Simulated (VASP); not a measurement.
MoS2, 3 atoms in the cell. Symmetry: R-3m, No. 166, trigonal system. Conventional cell: a = 3.193 Å, b = 3.193 Å, c = 18.231 Å, α = 90.00°, β = 90.00°, γ = 120.00°. Mo (site symmetry -3m) has 6 S at 2.42 Å and 6 Mo at 3.19 Å within 3.2 Å. Within 3.2 Å of S (site symmetry 3m) lie 3 Mo at 2.42 Å and 6 S at 3.19 Å. 

```yaml
Program: VASP 6.6.1
Task: single point
Functional: PBEsol
Potentials_or_basis: VASP PAW PBE potentials, release 64 (Mo_sv, S)
Cutoff: 500 eV
k_mesh: 6 × 6 × 6, shifted
Occupations: fermi-dirac, width 0.02 eV
Spin: no spin polarisation
Dipole_correction: no
Further_INCAR_settings: ALGO = Normal; EDIFF = 1e-06; NBANDS = 20
```

Potentials or basis: VASP PAW PBE potentials, release 64 (Mo_sv, S).

Launch:

```sh
$ cat potpaw_PBE.64/Mo_sv/POTCAR potpaw_PBE.64/S/POTCAR > POTCAR
$ mpirun -np 1 vasp_std > vasp.out
```

Hardware: 1 thread of Intel Xeon 8259CL, on a shared host.

Question: Estimate the wall time of this run.

Answer: Wall time 2.3 min on 1 thread of Intel Xeon 8259CL, with other jobs on the host, peak memory 0.31 GiB. Counts: scf iterations 14, k points 28.
